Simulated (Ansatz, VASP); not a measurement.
## One calculation of MgO, two programs

```xyz
2
Lattice="0.0000 2.1583 2.1583 2.1583 0.0000 2.1583 2.1583 2.1583 0.0000" Properties=species:S:1:pos:R:3 pbc="T T T"
Mg    0.0000    0.0000    0.0000
O     2.1583    2.1583    2.1583
```

Alike in both runs: task single point; functional revPBE; k mesh 10 × 10 × 10; occupations gaussian, width 0.05 eV; no spin polarisation.

|  | VASP | Ansatz |
| --- | --- | --- |
| version | VASP 6.6.1 | Ansatz 0.2.0 |
| potentials or method | VASP PAW PBE potentials, release 64 (Mg, O), cutoff 520 eV | scalar-relativistic, plane waves, PAW |
| valence electrons in the cell | 8 | 16 |

VASP gave:

| Item | Value |
| --- | --- |
| gap on the k mesh at the Fermi level (eV) | 4.13 |
| least direct gap on the mesh (eV) | 4.13 |
| pressure (GPa) | -3.5 |

Problem. Estimate Ansatz's values.

Solution. gap on the k mesh at the Fermi level (eV): 4.15; least direct gap on the mesh (eV): 4.15; pressure (GPa): -2.6.

VASP's potentials were made for PBE, not for revPBE. The functional is the same, so the differences come from potentials, cutoffs and numerics. VASP's potentials hold 8 valence electrons a cell and Ansatz's 16, so a difference there can come from the potentials and not from the codes.
